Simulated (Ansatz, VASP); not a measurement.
## MoS2: VASP beside Ansatz

The input INCAR:

```
SYSTEM = MoS2
PREC = Accurate ; ENCUT = 500
EDIFF = 1E-6 ; ISMEAR = 0
SIGMA = 0.05 ; LREAL = .FALSE.
LASPH = .TRUE. ; NELM = 120
ALGO = Normal ; ISIF = 2
LWAVE = .FALSE. ; LCHARG = .FALSE.
GGA = PE ; IVDW = 12
NBANDS = 20 ; GGA_COMPAT = .FALSE.
```

File KPOINTS:

```
Automatic mesh
0
G
  12 12 6
  0 0 0
```

POSCAR

```
MoS2
1.0
    3.2129390154      0.0000000000      0.0000000000
   -1.6064695077      2.7824868081      0.0000000000
    0.0000000000      0.0000000000      7.1510383666
Mo S
1 2
Direct
    0.0000000000      0.0000000000      0.0000000000
    0.3333333333      0.6666666667      0.2357940733
    0.3333333333      0.6666666667      0.7642059267
```

Input for Ansatz:

```yaml
crystal:
  lattice:
    - [3.2129390154, 0.0, 0.0]
    - [-1.6064695077, 2.7824868081, 0.0]
    - [0.0, 0.0, 7.1510383666]
  atoms:
    - { symbol: Mo, position: [0.0, 0.0, 0.0] }
    - { symbol: S, position: [0.3333333333, 0.6666666667, 0.2357940733] }
    - { symbol: S, position: [0.3333333333, 0.6666666667, 0.7642059267] }
basis:
  ecutwfc: 420
kpoints:
  mp_grid: { grid: [12, 12, 6] }
hamiltonian:
  xc: pbe
  dispersion: d3bj
scf:
  occupations: { method: gaussian, width: 0.05 }
output:
  forces: true
  stress: true
  eigenvalues: true
```

Alike in both runs: task single point; functional PBE; dispersion D3(BJ); k mesh 12 × 12 × 6; occupations gaussian, width 0.05 eV; no spin polarisation.

|  | VASP | Ansatz |
| --- | --- | --- |
| version | VASP 6.6.1 | Ansatz 0.2.0 |
| potentials or method | VASP PAW PBE potentials, release 64 (Mo_sv, S), cutoff 500 eV | scalar-relativistic, plane waves, PAW |
| valence electrons in the cell | 26 | 26 |

VASP gave:

* gap on the k mesh at the Fermi level (eV): 1.26
* least direct gap on the mesh (eV): 1.73
* pressure (GPa): -12.9
* traceless stress, the component that is largest in VASP (GPa): -6.28
* rms of the force components (eV/Å): 0.999

Q: What did Ansatz give for the same quantities?

A: gap on the k mesh at the Fermi level (eV): 1.26; least direct gap on the mesh (eV): 1.73; pressure (GPa): -12.8; traceless stress, the component that is largest in VASP (GPa): -6.25; rms of the force components (eV/Å): 0.997.

Atom by atom the forces differ by 0.003 eV/Å (rms over components).
